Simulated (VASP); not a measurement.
A run of VASP 6.6.1 is set up as follows.

The input INCAR:

```
PREC     = Accurate       # precision mode
ENCUT    = 520            # plane-wave cutoff, eV
EDIFF    = 1E-8           # SCF threshold, eV
ISMEAR   = -1             # smearing method
SIGMA    = 0.03           # smearing width, eV
LREAL    = F              # projectors in reciprocal space
LASPH    = T              # aspherical terms in the spheres
NELM     = 60             # most SCF steps
ALGO     = Normal         # electronic algorithm
ISIF     = 2              # what is computed and relaxed
LWAVE    = F              # write WAVECAR
LCHARG   = F              # write CHGCAR
GGA      = CA             # functional
LEFG     = T            
NBANDS   = 19             # bands
```

KPOINTS

```
Automatic mesh
0
Gamma
  13 13 7
```

The input POSCAR:

```
Zr
1.0
    3.1673582580      0.0000000000      0.0000000000
   -1.5836791290      2.7430127143      0.0000000000
    0.0000000000      0.0000000000      5.1470000000
Zr
2
Direct
    0.3333333333      0.6666666667      0.2500000000
    0.6666666667      0.3333333333      0.7500000000
```

Potentials or basis: VASP PAW LDA potentials, release 64 (Zr_sv).

The run is started by

```bash
$ cat potpaw_LDA.64/Zr_sv/POTCAR > POTCAR
$ mpirun -np 1 vasp_std > vasp.out
```

(1) Estimate the pressure.

(2) What does it give for the band gap on the k mesh?

Results:

(1) -2.5 GPa.

(2) zero (band 12 reaches 10.14 eV, above the bottom of band 13 at 9.07 eV).

Caveat: the cell differs from its parent crystal (equal xx and yy strain of -2 %); without QUAD_EFG the Cq values of the log hold for a quadrupole moment of 1 mb, not for the nuclei.
